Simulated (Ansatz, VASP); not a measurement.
Na: VASP beside Ansatz

```xyz
4
Lattice="3.7272 0.0000 0.0000 -1.8636 3.2279 0.0000 0.0000 0.0000 12.0860" Properties=species:S:1:pos:R:3 pbc="T T T"
Na    0.0000    0.0000    0.0000
Na    0.0000    2.1519    3.0215
Na    0.0000    0.0000    6.0430
Na    1.8636    1.0760    9.0645
```

Alike in both runs: functional PBEsol; k mesh 12 × 12 × 4; occupations gaussian, width 0.1 eV; no spin polarisation.

Ansatz relaxed the structure, and its values are those at the end. VASP's run is a single point on that final structure, the one shown.

|  | VASP | Ansatz |
| --- | --- | --- |
| version | VASP 6.6.1 | Ansatz 0.2.0 |
| potentials or method | VASP PAW PBE potentials, release 64 (Na_pv), cutoff 520 eV | scalar-relativistic, plane waves, PAW |
| valence electrons in the cell | 28 | 36 |

```tsv
	VASP	Ansatz	Ansatz less VASP
gap on the k mesh at the Fermi level (eV)	none	none	-
pressure (GPa)	0.0	0.0	-0.01
```

VASP's potentials were made for PBE, not for PBEsol. A gap of «none» marks a metal or a gap that the smearing closes. VASP's potentials hold 28 valence electrons a cell and Ansatz's 36, so a difference there can come from the potentials and not from the codes.
